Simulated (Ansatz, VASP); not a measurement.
## Sc: VASP beside Ansatz

POSCAR

```
Sc
1.0
    0.0000000000      2.4284231771      2.4284231771
    2.4284231771      0.0000000000      2.4284231771
    2.4284231771      2.4284231771      0.0000000000
Sc
1
Direct
    0.0000000000      0.0000000000      0.0000000000
```

Contents of INCAR.step1:

```
SYSTEM = Sc
  PREC = Accurate
  ENCUT = 520
  ISMEAR = 0
  SIGMA = 0.1
  LREAL = .False.
  LASPH = .True.
  NELM = 60
  NBANDS = 12
  GGA = PE
  ALGO = Normal
  EDIFF = 1E-4
  LWAVE = .True.
  LCHARG = .False.
```

Contents of INCAR.step2:

```
SYSTEM = Sc
  PREC = Accurate
  ENCUT = 520
  EDIFF = 1E-6
  ISMEAR = 0
  SIGMA = 0.1
  LREAL = .False.
  LASPH = .True.
  NELM = 60
  ALGO = Normal
  ISIF = 2
  LWAVE = .False.
  LCHARG = .True.
  METAGGA = R2SCAN
  LMIXTAU = .True.
  LELF = .True.
  LVHAR = .True.
  NBANDS = 12
  ISTART = 1
```

The input KPOINTS:

```
Automatic mesh
0
Gamma
  8 8 8
  0 0 0
```

Input for Ansatz:

```yaml
crystal:
  lattice:
    - [9.725455290479729e-18, 2.4284231770587925, 2.4284231770587925]
    - [2.4284231770587925, -4.862727645239861e-18, 2.4284231770587925]
    - [2.4284231770587925, 2.4284231770587925, -8.10454607539977e-18]
  atoms:
    - { symbol: Sc, position: [2.3633830585990857e-33, -1.9543359907646286e-33, -1.681637945541657e-33] }
kpoints:
  mp_grid:
    grid: [8, 8, 8]
hamiltonian:
  xc: r2scan
  pseudopotentials:
    kind: paw
scf:
  occupations:
    method: gaussian
    width: 0.1
output:
  forces: true
  stress: true
```

Alike in both runs: task single point; functional r2SCAN; k mesh 8 × 8 × 8; occupations gaussian, width 0.1 eV; no spin polarisation.

```csv
,VASP,Ansatz
version,VASP 6.6.1,Ansatz 0.2.0
potentials or method,"VASP PAW PBE potentials, release 64 (Sc_sv)","plane waves, PAW"
plane-wave cutoff (eV),520,500
valence electrons in the cell,11,11
```

```csv
,VASP,Ansatz,Ansatz less VASP
pressure (GPa),-5.6,-5.7,-0.13
```

VASP's potentials were made for PBE, not for r2SCAN.
